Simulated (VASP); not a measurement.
Wanted: the native input for a VASP 6.6.1 run.

* Task: single point
* Functional: PBE
* Potentials or basis: VASP PAW PBE potentials, release 64 (Zn, S)
* Cutoff: 520 eV
* k mesh: 9 × 9 × 4
* Occupations: gaussian, width 0.05 eV
* Spin: no spin polarisation
* Dipole correction: no
* Further INCAR settings: ALGO = Normal; EDIFF = 1e-07; NBANDS = 26

The structure of ZnS lies in POSCAR:

```
ZnS
1.0
    3.8455587354      0.0000000000      0.0000000000
   -1.9227793677      3.3303515566      0.0000000000
    0.0000000000      0.0000000000      6.3037246812
Zn S
2 2
Direct
    0.2967301529      0.6274215606      0.0052003729
    0.7032698471      0.3725784394      0.5052003729
    0.3629123526      0.6983806252      0.3797996271
    0.6370876474      0.3016193748      0.8797996271
```

This cell differs from its parent crystal: atoms displaced along a vibrational mode.

These files were run (other wordings do the same):

INCAR

```
ALGO = Normal
EDIFF = 1E-7
ENCUT = 520
GGA = PE
ISIF = 2
ISMEAR = 0
LASPH = True
LCHARG = True
LELF = True
LREAL = False
LVHAR = True
LWAVE = False
NBANDS = 26
NELM = 80
PREC = Accurate
SIGMA = 0.05
```

KPOINTS

```
k-points
0
Gamma
  9 9 4
```

Potentials or basis: VASP PAW PBE potentials, release 64 (Zn, S).

Launch:

```bash
$ cat potpaw_PBE.64/Zn/POTCAR potpaw_PBE.64/S/POTCAR > POTCAR
$ mpirun -np 1 vasp_std > vasp.out
```

Results of the run:

- Pressure: 0.0 GPa
- Largest force: 0.182 eV/Å
- Band gap on the k mesh: 2.02 eV

Caveat: the cell differs from its parent crystal (atoms displaced along a vibrational mode).

It took 2.7 min on 1 thread of Intel(R) Xeon(R) 6975P-C (Granite Rapids) (shared host), peak memory 0.34 GiB.
